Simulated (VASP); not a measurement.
# Si15Ni (F-43m) in VASP: single point with PBEsol+U

Aim: the single point of Si15Ni with PBEsol+U.

Program: VASP 6.6.1. These are calculated values, not measurements. Logs are shortened: lines on timing, memory, paths and dates and some standing lists are left out, and cuts for length are marked.

## Step 1: The cell of the first run

Symmetry: F-43m, No. 216, cubic system. The conventional cell has a = 10.874 Å, b = 10.874 Å, c = 10.874 Å, α = 90.00°, β = 90.00°, γ = 90.00°. Within 3.0 Å of Ni (site symmetry -43m) lie 4 Si at 2.26 Å. Si (site symmetry 2mm) has 4 Si at 2.36 to 2.38 Å within 3.1 Å. Within 3.1 Å of Si (site symmetry -43m) lie 4 Si at 2.36 Å. Si (site symmetry 3m) has 1 Ni at 2.26 Å and 3 Si at 2.38 Å within 3.0 Å. Within 3.1 Å of Si (site symmetry 3m) lie 4 Si at 2.36 Å.

## Step 2: Single point, PBEsol+U

File INCAR:

```
ALGO = Normal
EDIFF = 1E-7
ENCUT = 520
GGA = PS
ISIF = 2
ISMEAR = 0
LASPH = T
LCHARG = F
LDAU = T
LDAUJ = 0 0
LDAUL = 2 -1
LDAUPRINT = 1
LDAUTYPE = 2
LDAUU = 5 0
LMAXMIX = 4
LREAL = Auto
LWAVE = F
NBANDS = 49
NELM = 150
PREC = Accurate
SIGMA = 0.05
```

File KPOINTS:

```
k-points
0
Gamma
  3 3 3
```

File POSCAR:

```
Si15Ni
1.0
    0.0000000000      5.4370000000      5.4370000000
    5.4370000000      0.0000000000      5.4370000000
    5.4370000000      5.4370000000      0.0000000000
Ni Si
1 15
Direct
    1.0000000000      0.0000000000      1.0000000000
    0.0008460273      0.0008460273      0.4991539727
    0.0008460273      0.4991539727      0.0008460273
    0.0008460273      0.4991539727      0.4991539727
    0.4991539727      0.0008460273      0.0008460273
    0.4991539727      0.0008460273      0.4991539727
    0.4991539727      0.4991539727      0.0008460273
    0.5000000000      0.5000000000      0.5000000000
    0.1202211774      0.1202211774      0.1202211774
    0.1202211774      0.1202211774      0.6393364679
    0.1202211774      0.6393364679      0.1202211774
    0.1235527506      0.6254824165      0.6254824165
    0.6393364679      0.1202211774      0.1202211774
    0.6254824165      0.1235527506      0.6254824165
    0.6254824165      0.6254824165      0.1235527506
    0.6254824165      0.6254824165      0.6254824165
```

Potentials or basis: VASP PAW PBE potentials, release 64 (Ni, Si).

Run with:

```console
cat potpaw_PBE.64/Ni/POTCAR potpaw_PBE.64/Si/POTCAR > POTCAR
mpirun -np 1 vasp_std > vasp.out
```

OUTCAR:

```text
EDIFF = 1E-7
   ENCUT = 520
   GGA = PS
   ISIF = 2
   ISMEAR = 0
   LASPH = T
   LREAL = Auto
   NELM = 150
   PREC = Accurate

 ion  position               nearest neighbor table
   1  0.000  0.000  0.000-  10 2.26  11 2.26  13 2.26   9 2.26
   2  0.001  0.001  0.499-  12 2.36  14 2.36   9 2.38  10 2.38
   3  0.001  0.499  0.001-  12 2.36  15 2.36   9 2.38  11 2.38
   4  0.001  0.499  0.499-  16 2.36  12 2.36  10 2.38  11 2.38
   5  0.499  0.001  0.001-  14 2.36  15 2.36   9 2.38  13 2.38
   6  0.499  0.001  0.499-  16 2.36  14 2.36  10 2.38  13 2.38
[... 8 lines left out ...]
  15  0.625  0.625  0.124-   3 2.36   5 2.36   7 2.36   8 2.36
  16  0.625  0.625  0.625-   4 2.36   6 2.36   7 2.36   8 2.36

  LATTYP: Found a face centered cubic cell.
 ALAT       =    10.8740000000

  Lattice vectors:

 A1 = (   0.0000000000,   5.4370000000,   5.4370000000)
 A2 = (   5.4370000000,   0.0000000000,   5.4370000000)
 A3 = (   5.4370000000,   5.4370000000,   0.0000000000)

Analysis of symmetry for initial positions (statically):
=====================================================================
 Subroutine PRICEL returns:
 Original cell was already a primitive cell.

 Routine SETGRP: Setting up the symmetry group for a
 face centered cubic supercell.

 Subroutine GETGRP returns: Found 24 space group operations
 (whereof 24 operations were pure point group operations)
 out of a pool of 48 trial point group operations.

The static configuration has the point symmetry T_d .

Analysis of symmetry for dynamics (positions and initial velocities):
=====================================================================
 Subroutine PRICEL returns:
 Original cell was already a primitive cell.

 Routine SETGRP: Setting up the symmetry group for a
 face centered cubic supercell.

 Subroutine GETGRP returns: Found 24 space group operations
 (whereof 24 operations were pure point group operations)
 out of a pool of 48 trial point group operations.

The dynamic configuration has the point symmetry T_d .

[... 165 lines left out ...]
  0.0000  0.0000  0.0000  0.8504  0.0000
 -0.0000  0.0000  0.0000  0.0000  0.9086

 occupancies and eigenvectors

  o =  0.8504  v =  1.0000  0.0000  0.0000  0.0000  0.0000  0.0000  0.0000  0.0000  0.0000  0.0000      0.0000  0.0000  0.0000  0.0000  0.0000  0.0000  0.0000  0.0000  0.0000  0.0000
  o =  0.8504  v =  0.0000  0.0000  0.0000  0.0000  0.0000  1.0000  0.0000  0.0000  0.0000  0.0000      0.0000  0.0000  0.0000  0.0000  0.0000  0.0000  0.0000  0.0000  0.0000  0.0000
  o =  0.8504  v =  0.0000 -0.0389 -0.0000  0.9992 -0.0000  0.0000  0.0000  0.0000  0.0000  0.0000      0.0000  0.0000  0.0000  0.0000  0.0000  0.0000  0.0000  0.0000  0.0000  0.0000
  o =  0.8504  v =  0.0000  0.0000  0.0000  0.0000  0.0000  0.0000 -0.0389 -0.0000  0.9992 -0.0000      0.0000  0.0000  0.0000  0.0000  0.0000  0.0000  0.0000  0.0000  0.0000  0.0000
  o =  0.8504  v =  0.0000 -0.9992 -0.0000 -0.0389 -0.0000  0.0000  0.0000  0.0000  0.0000  0.0000      0.0000  0.0000  0.0000  0.0000  0.0000  0.0000  0.0000  0.0000  0.0000  0.0000
  o =  0.8504  v =  0.0000  0.0000  0.0000  0.0000  0.0000  0.0000 -0.9992 -0.0000 -0.0389 -0.0000      0.0000  0.0000  0.0000  0.0000  0.0000  0.0000  0.0000  0.0000  0.0000  0.0000
  o =  0.9086  v =  0.0000 -0.0000  0.0000  0.0000  1.0000  0.0000  0.0000  0.0000  0.0000  0.0000      0.0000  0.0000  0.0000  0.0000  0.0000  0.0000  0.0000  0.0000  0.0000  0.0000
  o =  0.9086  v =  0.0000  0.0000  0.0000  0.0000  0.0000  0.0000 -0.0000  0.0000  0.0000  1.0000      0.0000  0.0000  0.0000  0.0000  0.0000  0.0000  0.0000  0.0000  0.0000  0.0000
  o =  0.9086  v =  0.0000 -0.0000  1.0000  0.0000 -0.0000  0.0000  0.0000  0.0000  0.0000  0.0000      0.0000  0.0000  0.0000  0.0000  0.0000  0.0000  0.0000  0.0000  0.0000  0.0000
  o =  0.9086  v =  0.0000  0.0000  0.0000  0.0000  0.0000  0.0000 -0.0000  1.0000  0.0000 -0.0000      0.0000  0.0000  0.0000  0.0000  0.0000  0.0000  0.0000  0.0000  0.0000  0.0000

 number of electron      69.9999992 magnetization

 Free energy of the ion-electron system (eV)
  ---------------------------------------------------
  ext. energy  EPLUGINS =         0.00000000
  ---------------------------------------------------
  free energy    TOTEN  =       -87.98172090 eV

  energy without entropy =      -87.96096722  energy(sigma->0) =      -87.97134406

 E-fermi :   5.0648     XC(G=0):  -9.5779

 val. band max:        5.0523766495   @ k =   0.3333   0.3333   0.0000
 cond. band min:       5.0686851297   @ k =  -0.3333   0.3333   0.0000
 fundamental gap:      0.0163084802
 Fermi energy:         5.0648223883

 k-point     1 :       0.0000    0.0000    0.0000
  band No.  band energies     occupation
      1      -6.2213      2.00000
      2      -4.0138      2.00000
      3      -4.0138      2.00000
      4      -4.0138      2.00000
      5      -3.4954      2.00000
      6      -2.2304      2.00000
[... 189 lines left out ...]
     46       9.1293      0.00000
     47       9.2964      0.00000
 [bands above 47 left out]

------------------------ aborting loop because EDIFF is reached ----------------------------------------

  FORCE on cell =-STRESS in cart. coord.  units (eV):
  Direction    XX          YY          ZZ          XY          YZ          ZX
  --------------------------------------------------------------------------------------
  -------------------------------------------------------------------------------------
  Total       -4.9479333     -4.9479333     -4.9479333     -0.0000000      0.0000000      0.0000000
  in kB      -24.6618939    -24.6618939    -24.6618939     -0.0000000      0.0000000      0.0000000
  external PRESSURE =     -24.6618939 kB  Pullay stress =       0.0000000 kB

 VOLUME and BASIS-vectors are now :
 -----------------------------------------------------------------------------
  energy-cutoff  :      520.00
  volume of cell :      321.45
      direct lattice vectors                 reciprocal lattice vectors
     0.000000000  5.437000000  5.437000000    -0.091962479  0.091962479  0.091962479
     5.437000000  0.000000000  5.437000000     0.091962479 -0.091962479  0.091962479
     5.437000000  5.437000000  0.000000000     0.091962479  0.091962479 -0.091962479

 POSITION                                       TOTAL-FORCE (eV/Angst)
 -----------------------------------------------------------------------------------
      0.00000      0.00000      0.00000        -0.000000     -0.000000     -0.000000
      2.71850      2.71850      0.00920        -0.000000     -0.000000     -0.002000
      2.71850      0.00920      2.71850        -0.000000     -0.002000     -0.000000
      5.42780      2.71850      2.71850         0.002000     -0.000000     -0.000000
      0.00920      2.71850      2.71850        -0.002000     -0.000000     -0.000000
      2.71850      5.42780      2.71850        -0.000000      0.002000     -0.000000
[... 8 lines left out ...]
      4.07250      4.07250      6.80150         0.008015      0.008015     -0.008015
      6.80150      6.80150      6.80150        -0.008015     -0.008015     -0.008015
 -----------------------------------------------------------------------------------
    total drift:                                0.000001      0.000001      0.000001

  FREE ENERGIE OF THE ION-ELECTRON SYSTEM (eV)
  ---------------------------------------------------
  free  energy   TOTEN  =       -87.9817209048 eV

  energy  without entropy=      -87.9609672166  energy(sigma->0) =      -87.97134406
```

OSZICAR:

```text
N       E                     dE             d eps       ncg     rms          rms(c)
DAV:   1     0.242281815488E+03    0.24228E+03   -0.26344E+04   392   0.120E+03
DAV:   2    -0.624317408948E+02   -0.30471E+03   -0.28669E+03   436   0.213E+02
DAV:   3    -0.889044306137E+02   -0.26473E+02   -0.25844E+02   495   0.659E+01
[... 14 lines left out ...]
DAV:  18    -0.879817208529E+02    0.42651E-06   -0.94775E-06   583   0.324E-02    0.393E-03
DAV:  19    -0.879817209138E+02   -0.60849E-07   -0.14325E-06   440   0.708E-03    0.258E-03
DAV:  20    -0.879817210450E+02   -0.13121E-06   -0.45200E-08   254   0.277E-03    0.246E-03
DAV:  21    -0.879817209192E+02    0.12579E-06   -0.13454E-07   293   0.583E-03    0.664E-04
DAV:  22    -0.879817209048E+02    0.14422E-07   -0.36241E-08   245   0.742E-04
   1 F= -.87981721E+02 E0= -.87971344E+02  d E =-.207537E-01
```

stdout:

```text
POSCAR found type information on POSCAR NiSi
 POSCAR found :  2 types and      16 ions
 scaLAPACK will be used
 -----------------------------------------------------------------------------
|                                                                             |
|                                                                             |
|     You enforced a specific xc type in the INCAR file but a different       |
|     I HOPE YOU KNOW WHAT YOU ARE DOING!                                     |
|                                                                             |
 -----------------------------------------------------------------------------

 LDA part: xc-table for (Slater+PW92), standard interpolation
 POSCAR, INCAR and KPOINTS ok, starting setup
 FFT: planning ... GRIDC
 FFT: planning ... GRID_SOFT
 FFT: planning ... GRID
 WAVECAR not read
 entering main loop
```

Run time: 1.7 min. Hardware: 1 thread of Intel Xeon 6975P-C (Granite Rapids), shared host; peak memory 0.46 GiB.

Results:

- Free energy: -87.9817 eV
- Pressure: -2.5 GPa
- Largest force: 0.171 eV/Å
- Band gap on the k mesh: zero (band 35 reaches 6.41 eV, above the bottom of band 36 at 5.07 eV)

Forces on the atoms (eV/Å):
```
Ni   0.000  0.000  0.000
Si   0.000  0.000 -0.002
Si   0.000 -0.002  0.000
Si   0.002  0.000  0.000
Si  -0.002  0.000  0.000
Si   0.000  0.002  0.000
Si   0.000  0.000  0.002
Si   0.000  0.000  0.000
Si  -0.099 -0.099 -0.099
Si   0.099  0.099 -0.099
Si   0.099 -0.099  0.099
Si  -0.008  0.008  0.008
Si  -0.099  0.099  0.099
Si   0.008 -0.008  0.008
Si   0.008  0.008 -0.008
Si  -0.008 -0.008 -0.008
```

Levels at points of the mesh, in eV from the Fermi level:
```
           k point  band 32  band 33  band 34  band 35  band 36  band 37  band 38  band 39
(0.00, 0.00, 0.00)     0.03     0.03     0.03     1.35     1.37     1.37     1.37     1.41
```

Eigenvalues of the final occupation matrices:
| site | spin | trace | eigenvalues |
| --- | --- | --- | --- |
| site 1 d | 1 | 4.37 | 0.85 0.85 0.85 0.91 0.91 |
| site 1 d | 2 | 4.37 | 0.85 0.85 0.85 0.91 0.91 |

Caveat: the PAW data sets were made with another functional, which shifts forces and pressure a little; U without spin polarisation on a metal has little footing; the U is typed as a test and isn't derived for this compound. Spin polarisation is off, so any magnetic state and its effect on volume and gap are missing.
